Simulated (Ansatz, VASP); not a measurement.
RbMgSbO3: VASP beside Ansatz

Contents of POSCAR:

```
RbMgSbO3
1.0
    3.0914557107      1.7848527868      4.0186607574
   -3.0914557107      1.7848527868      4.0186607574
    0.0000000000     -3.5697055735      4.0186607574
Rb Mg Sb O
1 1 1 3
Direct
    0.8779837598      0.8779837598      0.8779837598
    0.3319735932      0.3319735932      0.3319735932
    0.5754906610      0.5754906610      0.5754906610
    0.4945870290      0.4945870290      0.9658740480
    0.9658740480      0.4945870290      0.4945870290
    0.4945870290      0.9658740480      0.4945870290
```

The input INCAR.step1:

```
  ALGO = Normal
  EDIFF = 1E-4
  ENCUT = 520
  GGA = PE
  ISMEAR = 0
  LASPH = T
  LCHARG = F
  LREAL = F
  LWAVE = T
  NBANDS = 26
  NELM = 100
  PREC = Accurate
  SIGMA = 0.05
```

Contents of INCAR.step2:

```
  ALGO = Normal
  EDIFF = 1E-6
  ENCUT = 520
  ISIF = 2
  ISMEAR = 0
  ISTART = 1
  LASPH = T
  LCHARG = F
  LMIXTAU = T
  LREAL = F
  LWAVE = F
  METAGGA = R2SCAN
  NBANDS = 26
  NELM = 100
  PREC = Accurate
  SIGMA = 0.05
```

The input KPOINTS:

```
k-points
0
Gamma
  6 6 6
```

Input for Ansatz:

```yaml
crystal:
  lattice:
    - [3.0914557107, 1.7848527868, 4.0186607574]
    - [-3.0914557107, 1.7848527868, 4.0186607574]
    - [0.0, -3.5697055735, 4.0186607574]
  atoms:
    - { symbol: Rb, position: [0.8779837598, 0.8779837598, 0.8779837598] }
    - { symbol: Mg, position: [0.3319735932, 0.3319735932, 0.3319735932] }
    - { symbol: Sb, position: [0.575490661, 0.575490661, 0.575490661] }
    - { symbol: O, position: [0.494587029, 0.494587029, 0.965874048] }
    - { symbol: O, position: [0.965874048, 0.494587029, 0.494587029] }
    - { symbol: O, position: [0.494587029, 0.965874048, 0.494587029] }
basis:
  ecutwfc: 500
kpoints:
  mp_grid: { grid: [6, 6, 6] }
hamiltonian:
  xc: r2scan
scf:
  occupations: { method: gaussian, width: 0.05 }
output:
  forces: true
  stress: true
  eigenvalues: true
```

Alike in both runs: task single point; functional r2SCAN; k mesh 6 × 6 × 6; occupations gaussian, width 0.05 eV; no spin polarisation.

|  | VASP | Ansatz |
| --- | --- | --- |
| version | VASP 6.6.1 | Ansatz 0.2.0 |
| potentials or method | VASP PAW PBE potentials, release 64 (Rb_sv, Mg, Sb, O), cutoff 520 eV | scalar-relativistic, plane waves, PAW |
| valence electrons in the cell | 34 | 52 |

```csv
,VASP,Ansatz,Ansatz less VASP
gap on the k mesh at the Fermi level (eV),3.58,3.59,+0.016
least direct gap on the mesh (eV),3.58,3.59,+0.016
pressure (GPa),0.2,0.0,-0.18
rms of the force components (eV/Å),0.078,0.001,-0.0774
```

VASP's potentials were made for PBE, not for r2SCAN. Atom by atom the forces differ by 0.078 eV/Å (rms over components). VASP's potentials hold 34 valence electrons a cell and Ansatz's 52, so a difference there can come from the potentials and not from the codes.

Neither program's run includes spin-orbit coupling.
